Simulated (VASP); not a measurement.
# Ni (Fm-3m) in VASP: further runs

Runs on Ni. Level: LDA. Tasks: single point, relaxation of cell and atoms.

Everything below comes from runs of VASP 6.6.1. Logs are shortened: lines on timing, memory, paths and dates and some standing lists are left out, and cuts for length are marked.

### 1 The cell of the first run

It takes space group Fm-3m (No. 225, cubic). The conventional cell has a = 3.425 Å, b = 3.425 Å, c = 3.425 Å, α = 90.00°, β = 90.00°, γ = 90.00°. Within 3.2 Å of Ni (site symmetry m-3m) lie 12 Ni at 2.42 Å.

### 2 Single point, LDA, collinear spin, ferromagnetic start

Contents of INCAR:

```
PREC = Accurate
ENCUT = 520
EDIFF = 1E-6
ISMEAR = -1
SIGMA = 0.1
LREAL = F
LASPH = T
NELM = 150
ALGO = Normal
ISIF = 2
LWAVE = F
LCHARG = T
ISPIN = 2
MAGMOM = 1
LORBIT = 11
LMAXMIX = 4
LELF = T
LVHAR = T
NBANDS = 15
```

Contents of KPOINTS:

```
regular mesh
0
Gamma
  21 21 21
```

Contents of POSCAR:

```
Ni
1.0
    0.0000000000      1.7124962518      1.7124962518
    1.7124962518      0.0000000000      1.7124962518
    1.7124962518      1.7124962518      0.0000000000
Ni
1
Direct
    0.0000000000      0.0000000000      0.0000000000
```

Potentials or basis: VASP PAW LDA potentials, release 64 (Ni).

On the command line:

```console
$ cat potpaw_LDA.64/Ni/POTCAR > POTCAR
$ mpirun -np 1 vasp_std > vasp.out
```

OUTCAR:

```text
PREC = Accurate
   ENCUT = 520
   EDIFF = 1E-6
   ISMEAR = -1
   LREAL = F
   LASPH = T
   NELM = 150
   ISIF = 2
   ISPIN = 2
   LORBIT = 11

 ion  position               nearest neighbor table
   1  0.000  0.000  0.000-

  LATTYP: Found a face centered cubic cell.
 ALAT       =     3.4249925036

  Lattice vectors:

 A1 = (   0.0000000000,   1.7124962518,   1.7124962518)
 A2 = (   1.7124962518,   0.0000000000,   1.7124962518)
 A3 = (   1.7124962518,   1.7124962518,   0.0000000000)

Analysis of symmetry for initial positions (statically):
=====================================================================
 Subroutine PRICEL returns:
 Original cell was already a primitive cell.

 Routine SETGRP: Setting up the symmetry group for a
 face centered cubic supercell.

 Subroutine GETGRP returns: Found 48 space group operations
 (whereof 48 operations were pure point group operations)
 out of a pool of 48 trial point group operations.

The static configuration has the point symmetry O_h .

Analysis of symmetry for dynamics (positions and initial velocities):
=====================================================================
 Subroutine PRICEL returns:
 Original cell was already a primitive cell.

 Routine SETGRP: Setting up the symmetry group for a
 face centered cubic supercell.

 Subroutine GETGRP returns: Found 48 space group operations
 (whereof 48 operations were pure point group operations)
 out of a pool of 48 trial point group operations.

The dynamic configuration has the point symmetry O_h .

Analysis of structural, dynamic, and magnetic symmetry:
=====================================================================
 Subroutine PRICEL returns:
 Original cell was already a primitive cell.

 Routine SETGRP: Setting up the symmetry group for a
 face centered cubic supercell.

 Subroutine GETGRP returns: Found 48 space group operations
 (whereof 48 operations were pure point group operations)
 out of a pool of 48 trial point group operations.

The overall configuration has the point symmetry O_h .

 Subroutine INISYM returns: Found 48 space group operations
 (whereof 48 operations are pure point group operations),
 and found     1 'primitive' translations

----------------------------------------------------------------------------------------

                                     Primitive cell

  volume of cell :      10.0443

  direct lattice vectors                    reciprocal lattice vectors
     0.000000000  1.712496252  1.712496252    -0.291971442  0.291971442  0.291971442
     1.712496252  0.000000000  1.712496252     0.291971442 -0.291971442  0.291971442
     1.712496252  1.712496252  0.000000000     0.291971442  0.291971442 -0.291971442

  length of vectors
     2.421835425  2.421835425  2.421835425     0.505709372  0.505709372  0.505709372

  position of ions in fractional coordinates (direct lattice)
     0.000000000  0.000000000  0.000000000

  ion indices of the primitive-cell ions
   primitive index   ion index
                 1           1

----------------------------------------------------------------------------------------

 KPOINTS: regular mesh

Automatic generation of k-mesh.
 Grid dimensions read from file:
 generate k-points for:   21   21   21

 Generating k-lattice:

  Cartesian coordinates                     Fractional coordinates (reciprocal lattice)
    -0.013903402  0.013903402  0.013903402     0.047619048  0.000000000  0.000000000
     0.013903402 -0.013903402  0.013903402     0.000000000  0.047619048  0.000000000
     0.013903402  0.013903402 -0.013903402     0.000000000  0.000000000  0.047619048

  Length of vectors
     0.024081399  0.024081399  0.024081399

  Shift w.r.t. Gamma in fractional coordinates (k-lattice)
     0.000000000  0.000000000  0.000000000

 Subroutine IBZKPT returns following result:
 ===========================================

 Found    286 irreducible k-points:

 Following reciprocal coordinates:
            Coordinates               Weight
  0.000000  0.000000  0.000000      1.000000
  0.047619  0.000000  0.000000      8.000000
  0.095238  0.000000  0.000000      8.000000
  0.142857  0.000000  0.000000      8.000000
  0.190476  0.000000  0.000000      8.000000
  0.238095  0.000000  0.000000      8.000000
[... 16 lines left out ...]
 -0.428571  0.047619  0.000000     24.000000
 -0.380952  0.047619  0.000000     24.000000
 [... further k-points ...]
   k-points           NKPTS =    286   k-points in BZ     NKDIM =    286   number of bands    NBANDS=     15
   number of dos      NEDOS =    301   number of ions     NIONS =      1
   total plane-waves  NPLWV =   5832
   dimension x,y,z NGX =    18 NGY =   18 NGZ =   18
   dimension x,y,z NGXF=    36 NGYF=   36 NGZF=   36
   ions per type =               1
   NGX,Y,Z   is equivalent  to a cutoff of  12.36, 12.36, 12.36 a.u.
   NGXF,Y,Z  is equivalent  to a cutoff of  24.71, 24.71, 24.71 a.u.
 SYSTEM =  unknown system
   PREC   = accura    normal or accurate (medium, high low for compatibility)
   ISTART =      0    job   : 0-new  1-cont  2-samecut
   ICHARG =      2    charge: 1-file 2-atom 10-const
   ISPIN  =      2    spin polarized calculation?
   LNONCOLLINEAR =      F non collinear calculations
   LSORBIT =      F    spin-orbit coupling
   LASPH  =      T    aspherical Exc in radial PAW
   ENCUT  =  520.0 eV  38.22 Ry    6.18 a.u.   4.50  4.50  4.50*2*pi/ulx,y,z
   NELM   =    150;   NELMIN=  2; NELMDL= -5     # of ELM steps
   EDIFF  = 0.1E-05   stopping-criterion for ELM
   LREAL  =      F    real-space projection
   EDIFFG = 0.1E-04   stopping-criterion for IOM
   NSW    =      0    number of steps for IOM
   IBRION =     -1    ionic relax: 0-MD 1-quasi-New 2-CG
   NFREE  =      0    steps in history (QN), initial steepest desc. (CG)
   ISIF   =      2    stress and relaxation
   ISYM   =      2    0-nonsym 1-usesym 2-fastsym
   POTIM  = 0.5000    time-step for ionic-motion
   TEBEG  =    0.0;   TEEND  =   0.0 temperature during run
   PSTRESS=    0.0 pullay stress
   NELECT =      10.0000    total number of electrons
   NUPDOWN=      -1.0000    fix difference up-down
   EMIN   =  10.00;   EMAX   =-10.00  energy-range for DOS
   EFERMI =   0.00;   METHOD = LEGACY
   ISMEAR =    -1;   SIGMA  =   0.10  broadening in eV -4-tet -1-fermi 0-gaus
   EFERMI_NEDOS =   21; number of points for ismear=-14 and -15
   IALGO  =     38    algorithm
   IMIX   =      4    mixing-type and parameters
     AMIX     =   0.40;   BMIX     =  1.00
     AMIX_MAG =   1.60;   BMIX_MAG =  1.00
  volume/ion in A,a.u.               =      10.04        67.78
  Fermi-wavevector in a.u.,A,eV,Ry     =   1.634689  3.089115 36.357609  2.672209
  Thomas-Fermi vector in A             =   2.726287
   LORBIT       =     11    0 simple, 1 ext, 2 COOP (PROOUT), +10 PAW based schemes
   GGA     = CA    functional components
   LHFCALC =     F    Hartree Fock is set to
   AEXX    =    0.0000 exact exchange contribution
   IVDW    =     0    specifies the selected vdW correction
   LEPSILON=     F    determine dielectric tensor
   LRPA    =     F    only Hartree local field effects (RPA)
 spin polarized calculation
  energy-cutoff  :      520.00
  volume of cell :       10.04
 maximum number of plane-waves:       290
 NGX is ok and might be reduce to    18

 number of electron      10.0000000 magnetization       1.0000000

 number of electron       9.9999990 magnetization       0.5462320

 Free energy of the ion-electron system (eV)
  ---------------------------------------------------
  ext. energy  EPLUGINS =         0.00000000
  ---------------------------------------------------
  free energy    TOTEN  =        -6.60733952 eV

  energy without entropy =       -6.55334267  energy(sigma->0) =       -6.58034110

 E-fermi :  10.1973     XC(G=0): -14.0923

 val. band max:       10.1921606121   @ k =   0.4286   0.3333   0.0476
 cond. band min:      10.1994786584   @ k =  -0.3810   0.1429   0.0476
 fundamental gap:      0.0073180463
 Fermi energy:        10.1972632425

 spin component 1

 k-point     1 :       0.0000    0.0000    0.0000
  band No.  band energies     occupation
      1       0.6640      1.00000
      2       7.6856      1.00000
      3       7.6856      1.00000
      4       7.6856      1.00000
      5       8.9704      1.00000
      6       8.9704      1.00000
      7      34.6624      0.00000
      8      39.0578      0.00000
      9      39.0578      0.00000
     10      39.0578      0.00000
     11      42.3268      0.00000
     12      42.3268      0.00000
     13      42.3268      0.00000
     14      45.2831      0.00000
     15      52.2275      0.00000
[... 397 lines left out ...]
 k-point    24 :      -0.3810    0.0476    0.0000
  band No.  band energies     occupation
      1       4.8387      1.00000
      2       7.7070      1.00000
      3       7.7666      1.00000
      4       8.3238      1.00000
      5       9.5092      0.99897
      6       9.9217      0.94024
      7      18.8684      0.00000
      8      32.8055      0.00000
      9      35.2384      0.00000
     10      37.0125      0.00000
     11      39.4256      0.00000
     12      41.0574      0.00000
     13      46.1280      0.00000
     14      54.3311      0.00000
     15      54.7413      0.00000

 [... further k-points ...]

 spin component 2

 k-point     1 :       0.0000    0.0000    0.0000
  band No.  band energies     occupation
      1       0.7076      1.00000
      2       8.2407      1.00000
      3       8.2407      1.00000
      4       8.2407      1.00000
      5       9.4896      0.99916
      6       9.4896      0.99916
      7      34.6535      0.00000
      8      39.1035      0.00000
      9      39.1035      0.00000
     10      39.1035      0.00000
     11      42.4839      0.00000
     12      42.4839      0.00000
     13      42.4839      0.00000
     14      45.2665      0.00000
     15      52.4026      0.00000
[... 397 lines left out ...]
 k-point    24 :      -0.3810    0.0476    0.0000
  band No.  band energies     occupation
      1       5.1053      1.00000
      2       8.2074      1.00000
      3       8.2742      1.00000
      4       8.5762      1.00000
      5      10.0920      0.74119
      6      10.4568      0.06941
      7      19.1337      0.00000
      8      32.8384      0.00000
      9      35.3243      0.00000
     10      37.1307      0.00000
     11      39.5455      0.00000
     12      41.1603      0.00000
     13      46.2739      0.00000
     14      54.4466      0.00000
     15      55.4556      0.00000

 [... further k-points ...]
[... 5 lines left out ...]
  --------------------------------------------------------------------------------------
  -------------------------------------------------------------------------------------
  Total       -0.0092790     -0.0092790     -0.0092790     -0.0000000      0.0000000     -0.0000000
  in kB       -1.4801140     -1.4801140     -1.4801140     -0.0000000      0.0000000     -0.0000000
  external PRESSURE =      -1.4801140 kB  Pullay stress =       0.0000000 kB

 VOLUME and BASIS-vectors are now :
 -----------------------------------------------------------------------------
  energy-cutoff  :      520.00
  volume of cell :       10.04
      direct lattice vectors                 reciprocal lattice vectors
     0.000000000  1.712496252  1.712496252    -0.291971442  0.291971442  0.291971442
     1.712496252  0.000000000  1.712496252     0.291971442 -0.291971442  0.291971442
     1.712496252  1.712496252  0.000000000     0.291971442  0.291971442 -0.291971442

 POSITION                                       TOTAL-FORCE (eV/Angst)
 -----------------------------------------------------------------------------------
      0.00000      0.00000      0.00000        -0.000000     -0.000000      0.000000
 -----------------------------------------------------------------------------------
    total drift:                                0.000000     -0.000000      0.000000

  FREE ENERGIE OF THE ION-ELECTRON SYSTEM (eV)
  ---------------------------------------------------
  free  energy   TOTEN  =        -6.6073395163 eV

  energy  without entropy=       -6.5533426748  energy(sigma->0) =       -6.58034110

 total charge

# of ion       s       p       d       tot
------------------------------------------
    1        0.534   0.571   8.368   9.473

 magnetization (x)

# of ion       s       p       d       tot
------------------------------------------
    1       -0.005  -0.017   0.568   0.546
```

It took 39 s on 1 thread of AMD EPYC 9R45 (Zen 5), shared host; peak memory 0.14 GiB.

What came out:

```
Free energy                                           : -6.6073 eV
Pressure                                              : -0.1 GPa
Net moment                                            : 0.55 μB per cell
Site moments                                          : Ni +0.55 μB
Valence electrons inside the program's atomic spheres : Ni 9.47
```

Levels at points of the mesh, in eV from the Fermi level:
Spin up:
```
           k point  band 1  band 2  band 3  band 4  band 5  band 6  band 7  band 8  band 9  band 10
(0.00, 0.00, 0.00)   -9.53   -2.51   -2.51   -2.51   -1.23   -1.23   24.47   28.86   28.86    28.86
```
Spin down:
```csv
k point,band 1,band 2,band 3,band 4,band 5,band 6,band 7,band 8,band 9,band 10
"(0.00, 0.00, 0.00)",-9.49,-1.96,-1.96,-1.96,-0.71,-0.71,24.46,28.91,28.91,28.91
```

### 3 Relaxation of cell and atoms, LDA, collinear spin, ferromagnetic start

This run uses another cell than the first one, of 10.94 Å³/atom.

Contents of INCAR:

```
SYSTEM = Ni
PREC = Accurate ; ENCUT = 600
EDIFF = 1E-7 ; ISMEAR = -1
SIGMA = 0.1 ; LREAL = .False.
LASPH = .True. ; NELM = 150
ALGO = Normal ; ISIF = 3
LWAVE = .False. ; LCHARG = .False.
ISPIN = 2 ; MAGMOM = 1
LORBIT = 11 ; LMAXMIX = 4
IBRION = 2 ; NSW = 60
EDIFFG = -0.005
```

Contents of KPOINTS:

```
regular mesh
0
Gamma
  21 21 21
  0 0 0
```

Contents of POSCAR:

```
Ni
1.0
    0.0000000000      1.7619589070      1.7619589070
    1.7619589070      0.0000000000      1.7619589070
    1.7619589070      1.7619589070      0.0000000000
Ni
1
Direct
    0.0000000000      0.0000000000      0.0000000000
```

Potentials or basis: VASP PAW LDA potentials, release 64 (Ni).

On the command line:

```console
$ cat potpaw_LDA.64/Ni/POTCAR > POTCAR
$ mpirun -np 1 vasp_std > vasp.out
```

It took 1.9 min on 1 thread of AMD EPYC 9R45 (Zen 5), shared host; peak memory 0.15 GiB.

The run converged. Its results:

| Quantity | Value |
| --- | --- |
| Free energy | -6.6078 eV |
| Relaxed volume | 10.03 Å³/atom |
| Relaxed cell | a = 2.421 Å, b = 2.421 Å, c = 2.421 Å, α = 60.00°, β = 60.00°, γ = 60.00° |
| Space group after relaxing (to 0.1 Å) | Fm-3m (No. 225) |
| Energy gained by relaxing | 54.1 meV/atom |
| Ionic steps | 4 |
| Pressure after relaxing | 0.0 GPa |
| Net moment | 0.55 μB per cell |
| Site moments | Ni +0.55 μB |
| Valence electrons inside the program's atomic spheres | Ni 9.48 |

The path:
| step | energy change (eV) | largest force (eV/Å) | pressure (GPa) | volume (Å³) |
| --- | --- | --- | --- | --- |
| 1 | 0.0000 | 0.0000 | -17.55 | 10.94 |
| 2 | 0.0190 | 0.0000 | 29.09 | 9.15 |
| 3 | -0.0541 | 0.0000 | -0.39 | 10.05 |
| 4 | -0.0541 | 0.0000 | 0.05 | 10.03 |

Final structure:
```
Ni
1.0
     0.00000    1.71179    1.71179
     1.71179    0.00000    1.71179
     1.71179    1.71179    0.00000
Ni
1
Direct
  0.00000 0.00000 0.00000
```

Levels at points of the mesh, in eV from the Fermi level:
Spin up:
| k point | band 1 | band 2 | band 3 | band 4 | band 5 | band 6 | band 7 | band 8 | band 9 | band 10 |
| --- | --- | --- | --- | --- | --- | --- | --- | --- | --- | --- |
| (0.00, 0.00, 0.00) | -9.54 | -2.51 | -2.51 | -2.51 | -1.23 | -1.23 | 24.48 | 28.88 | 28.88 | 28.88 |
Spin down:
| k point | band 2 | band 3 | band 4 | band 5 | band 6 | band 7 | band 8 | band 9 |
| --- | --- | --- | --- | --- | --- | --- | --- | --- |
| (0.00, 0.00, 0.00) | -1.96 | -1.96 | -1.96 | -0.71 | -0.71 | 24.47 | 28.93 | 28.93 |

### 4 Single point, LDA, collinear spin, ferromagnetic start

This run uses another cell than the first one: it holds 2 atoms, not 1.

Contents of INCAR:

```
SYSTEM = Ni
PREC = Accurate
ENCUT = 520
EDIFF = 1E-6
ISMEAR = -1
SIGMA = 0.1
LREAL = .FALSE.
LASPH = .TRUE.
NELM = 150
ALGO = Normal
ISIF = 2
LWAVE = .FALSE.
LCHARG = .TRUE.
ISPIN = 2
MAGMOM = 1 1
LORBIT = 11
LMAXMIX = 4
LELF = .TRUE.
LVHAR = .TRUE.
NBANDS = 21
```

Contents of KPOINTS:

```
regular mesh
0
G
  17 17 12
  0 0 0
```

Contents of POSCAR:

```
Ni
1.0
    1.7124962518      1.7124962518      0.0000000000
   -1.7124962518      1.7124962518      0.0000000000
    0.0000000000      0.0000000000      3.4249925035
Ni
2
Direct
    0.0000000000      0.0000000000      0.0000000000
    0.5000000000      0.5000000000      0.5000000000
```

On the command line:

```console
$ cat potpaw_LDA.64/Ni/POTCAR > POTCAR
$ mpirun -np 1 vasp_std > vasp.out
```

Run time: 2.1 min. Hardware: 1 thread of AMD EPYC 9R45 (Zen 5), shared host; peak memory 0.24 GiB.

The run converged. Its results:

```yaml
Free_energy: -13.2136 eV
Pressure: -0.2 GPa
Net_moment: 1.08 μB per cell
Site_moments: Ni +0.54 μB
Valence_electrons_inside_the_program's_atomic_spheres: Ni 9.47
```

Levels at points of the mesh, in eV from the Fermi level:
Spin up:
```
           k point  band 7  band 8  band 9  band 10  band 11  band 12  band 13  band 14  band 15  band 16
(0.00, 0.00, 0.00)   -1.22   -1.22   -0.41    -0.25    -0.25     2.53    10.05    15.55    15.55    20.89
(0.00, 0.00, 0.50)   -1.55   -1.55   -1.55    -1.55    -0.82    -0.82    20.31    20.31    20.31    20.31
```
Spin down:
| k point | band 7 | band 8 | band 9 | band 10 | band 11 | band 12 | band 13 | band 14 |
| --- | --- | --- | --- | --- | --- | --- | --- | --- |
| (0.00, 0.00, 0.00) | -0.71 | -0.71 | 0.13 | 0.38 | 0.38 | 2.58 | 10.31 | 15.62 |
| (0.00, 0.00, 0.50) | -0.97 | -0.97 | -0.97 | -0.97 | -0.30 | -0.30 | 20.43 | 20.43 |

### 5 Summary

| task | cell | k mesh | cutoff (eV) | gap on the mesh (eV) | pressure (GPa) | moment (μB) |
| --- | --- | --- | --- | --- | --- | --- |
| single point | a = 2.422 Å, angles 60.0°, 1 atom, atomic positions A | 21 × 21 × 21 | 520 | none | -0.1 | 0.55 |
| relaxation of cell and atoms | relaxed from a = 2.492 Å, angles 60.0°, 1 atom, atomic positions A | 21 × 21 × 21 | 600 | none | 0.0 | 0.55 |
| single point | a = 2.422, b = 2.422, c = 3.425 Å, 2 atoms, atomic positions B | 17 × 17 × 12 | 520 | none | -0.2 | 1.08 |

Alike in all rows: level LDA; potentials or basis VASP PAW LDA potentials, release 64 (Ni); spin collinear, ferromagnetic start; smearing fermi-dirac 0.1 eV.

Total energies depend on the potentials used, so only differences within one code and one set of settings carry meaning.
